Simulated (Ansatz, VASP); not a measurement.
**Ta in VASP and in Ansatz**

Contents of INCAR:

```
  ALGO = Normal
  EDIFF = 1E-7
  ENCUT = 520
  GGA = PE
  ISIF = 2
  ISMEAR = -1
  LASPH = T
  LCHARG = F
  LREAL = F
  LWAVE = F
  NBANDS = 12
  NELM = 60
  PREC = Accurate
  SIGMA = 0.08
```

KPOINTS

```
k-points
0
Gamma
  14 14 14
```

The input POSCAR:

```
Ta
1.0
    2.5899403463      0.0000000000      0.0000000000
    0.0000000000      2.5899403463      0.0000000000
    0.0000000000      0.0000000000      2.5899403463
Ta
1
Direct
    0.0000000000      0.0000000000      0.0000000000
```

Input for Ansatz:

```yaml
crystal:
  lattice:
    - [2.5899403463, 0.0, 0.0]
    - [0.0, 2.5899403463, 0.0]
    - [0.0, 0.0, 2.5899403463]
  atoms:
    - { symbol: Ta, position: [0.0, 0.0, 0.0] }
kpoints:
  mp_grid: { grid: [14, 14, 14] }
scf:
  occupations: { method: fermi_dirac, width: 0.08 }
hamiltonian:
  xc: pbe
  pseudopotentials: { kind: all_electron, lapw: { basis_error: 0.001 } }
output:
  forces: true
  stress: true
  eigenvalues: true
  populations: true
```

Change from the starting cell: volume scaled by 0.84, LAPW.

Alike in both runs: task single point; functional PBE; k mesh 14 × 14 × 14; occupations fermi-dirac, width 0.08 eV; no spin polarisation.

```csv
,VASP,Ansatz
version,VASP 6.6.1,Ansatz 0.2.0
potentials or method,"VASP PAW PBE potentials, release 64 (Ta_pv), cutoff 520 eV","all-electron LAPW, scalar-relativistic"
```

```tsv
	VASP	Ansatz	Ansatz less VASP
pressure (GPa)	34.6	33.8	-0.87
```

Both programs put the cell under a high pressure, so it lies far from rest at this level. Ansatz ran all-electron here, and VASP with PAW potentials.

Neither program's run includes spin-orbit coupling.
